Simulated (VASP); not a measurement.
Input of a VASP 6.6.1 run:

File POSCAR:

```
SrSiH6
1.0
    0.0000000000      3.9102736193      3.9102736193
    3.9102736193      0.0000000000      3.9102736193
    3.9102736193      3.9102736193      0.0000000000
Sr Si H
1 1 6
Direct
    0.5000000000      0.5000000000      0.5000000000
    0.0000000000      0.0000000000      0.0000000000
    0.7978517243      0.2021482757      0.2021482757
    0.2021482757      0.7978517243      0.7978517243
    0.2021482757      0.7978517243      0.2021482757
    0.7978517243      0.2021482757      0.7978517243
    0.2021482757      0.2021482757      0.7978517243
    0.7978517243      0.7978517243      0.2021482757
```

INCAR.step1

```
SYSTEM = SrSiH6
ALGO = Normal
EDIFF = 1E-4
ENCUT = 520
GGA = PE
ISMEAR = -1
LASPH = .True.
LCHARG = .False.
LREAL = .False.
LWAVE = .True.
NBANDS = 20
NELM = 100
PREC = Accurate
SIGMA = 0.03
```

Contents of INCAR.step2:

```
SYSTEM = SrSiH6
ALGO = Normal
BPARAM = 11.95
CPARAM = 0.0093
EDIFF = 1E-6
ENCUT = 520
ISIF = 2
ISMEAR = -1
ISTART = 1
IVDW_NL = 2
LASPH = .True.
LCHARG = .True.
LELF = .True.
LMIXTAU = .True.
LREAL = .False.
LUSE_VDW = .True.
LVHAR = .True.
LWAVE = .False.
METAGGA = R2SCAN
NBANDS = 20
NELM = 100
PREC = Accurate
SIGMA = 0.03
```

The input KPOINTS:

```
k-points
0
Gamma
  6 6 6
  0 0 0
```

Potentials or basis: VASP PAW PBE potentials, release 64 (Sr_sv, Si, H).

Run with:

```bash
$ cat potpaw_PBE.64/Sr_sv/POTCAR potpaw_PBE.64/Si/POTCAR potpaw_PBE.64/H/POTCAR > POTCAR
$ cp INCAR.step1 INCAR
$ mpirun -np 1 vasp_std > vasp.out
$ cp INCAR.step2 INCAR
$ mpirun -np 1 vasp_std > vasp.out
```

Question: What does it give for the largest force?

Answer: 0.022 eV/Å.

Question: What does it give for the pressure?

Answer: -0.1 GPa.

Question: Predict the band gap on the k mesh.

Answer: 2.53 eV (least direct gap 3.29 eV).

Forces in eV/Å, atoms in the order of the input:
```
Sr   0.000  0.000  0.000
Si   0.000  0.000  0.000
H   -0.022  0.000  0.000
H    0.022  0.000  0.000
H    0.000 -0.022  0.000
H    0.000  0.022  0.000
H    0.000  0.000 -0.022
H    0.000  0.000  0.022
```

Caveat: the PAW data sets were made with another functional, which shifts forces and pressure a little. A k mesh can miss the band edges.
